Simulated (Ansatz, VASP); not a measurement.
## Two plane-wave programs on LiBr

```
CELL_PARAMETERS angstrom
0.00000 2.68364 2.68364
2.68364 0.00000 2.68364
2.68364 2.68364 0.00000
ATOMIC_POSITIONS crystal
Li 0.00000 0.00000 0.00000
Br 0.50000 0.50000 0.50000
```

Alike in both runs: task single point; functional r2SCAN; k mesh 6 × 6 × 6; no spin polarisation.

|  | VASP | Ansatz |
| --- | --- | --- |
| version | VASP 6.6.1 | Ansatz 0.2.0 |
| potentials or method | VASP PAW PBE potentials, release 64 (Li_sv, Br) | plane waves, PAW |
| plane-wave cutoff (eV) | 830 | 500 |
| occupations | gaussian, width 0.01 eV | fixed |
| valence electrons in the cell | 10 | 10 |

Ansatz gave:

* gap on the k mesh at the Fermi level (eV): 6.20
* pressure (GPa): 2.0

**Question.** Estimate VASP's values.

**Answer.** gap on the k mesh at the Fermi level (eV): 6.26; pressure (GPa): 1.7.

VASP's potentials were made for PBE, not for r2SCAN.
